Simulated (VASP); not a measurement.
Input of a VASP 6.6.1 run:

The input INCAR:

```
SYSTEM = Pd
  ALGO = Normal
  EDIFF = 1E-6
  EDIFFG = -0.01
  ENCUT = 600
  IBRION = 2
  ISIF = 3
  ISMEAR = 0
  LASPH = .True.
  LCHARG = .False.
  LREAL = .False.
  LWAVE = .False.
  NELM = 80
  NSW = 60
  PREC = Accurate
  PSTRESS = 600.0
  SIGMA = 0.05
```

File KPOINTS:

```
k-points
0
Gamma
  8 8 5
  0 0 0
```

The input POSCAR:

```
Pd
1.0
    2.7500000000      0.0000000000      0.0000000000
   -1.3750000000      2.3815698604      0.0000000000
    0.0000000000      0.0000000000      4.4907500000
Pd
2
Direct
    0.3333333333      0.6666666667      0.2500000000
    0.6666666667      0.3333333333      0.7500000000
```

Potentials or basis: VASP PAW LDA potentials, release 64 (Pd).

The run is started by

```bash
$ cat potpaw_LDA.64/Pd/POTCAR > POTCAR
$ mpirun -np 1 vasp_std > vasp.out
```

Problem. Estimate the space group after relaxing (to 0.1 Å).

Solution. P6_3/mmc (No. 194).

Problem. Estimate the band gap on the k mesh.

Solution. Zero (bands 10 and 11 overlap by 1.06 eV).

Problem. Estimate the relaxed volume.

Solution. 12.00 Å³/atom.

Problem. What does it give for the relaxed cell?

Solution. a = 2.550 Å, b = 2.550 Å, c = 4.264 Å, α = 90.00°, β = 90.00°, γ = 120.00°.

Step by step:
```csv
step,energy change (eV),largest force (eV/Å),pressure (GPa),volume (Å³)
1,0.0000,0.0000,-6.78,29.41
2,58.9767,0.0000,2507.89,10.27
3,0.1244,0.0000,22.93,26.21
4,0.2617,0.0000,34.05,25.43
5,0.7266,0.0000,63.05,23.87
6,0.6705,0.0000,59.92,24.01
7,0.6678,0.0000,60.11,24.00
8,0.6665,0.0000,60.04,24.00
```

Caveat: the cell is relaxed towards a set pressure, so the run minimises the enthalpy, not the energy; the volume moved by over 15 % at a fixed basis, so the end points are rough.
